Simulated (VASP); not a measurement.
AlN:

```
Al N
1.0
     0.00000    2.21273    2.21273
     2.21273    0.00000    2.21273
     2.21273    2.21273    0.00000
Al N
1 1
Cartesian
  0.0000 0.0000 0.0000
  1.1064 1.1064 1.1064
```

Base run:

* Program: VASP 6.6.1
* Functional: PBE exchange alone
* Potentials or basis: VASP PAW PBE potentials, release 64 (Al, N)
* Cutoff: 600 eV
* k mesh: 10 × 10 × 10
* Occupations: fermi-dirac, width 0.05 eV
* Spin: no spin polarisation

Its results: band gap on the k mesh 3.63 eV, indirect (least direct gap 4.15 eV); pressure 10.6 GPa.

Question: The run is repeated on the same cell with these changes: functional from PBE exchange alone to PBEsol; cutoff from 600 eV to 520 eV. What comes out?

Answer: Band gap on the k mesh 3.17 eV, indirect (least direct gap 3.79 eV); pressure -6.2 GPa.

Caveats: the PAW data sets were made with another functional, which shifts forces and pressure a little (some runs).

A k mesh can miss the band edges.
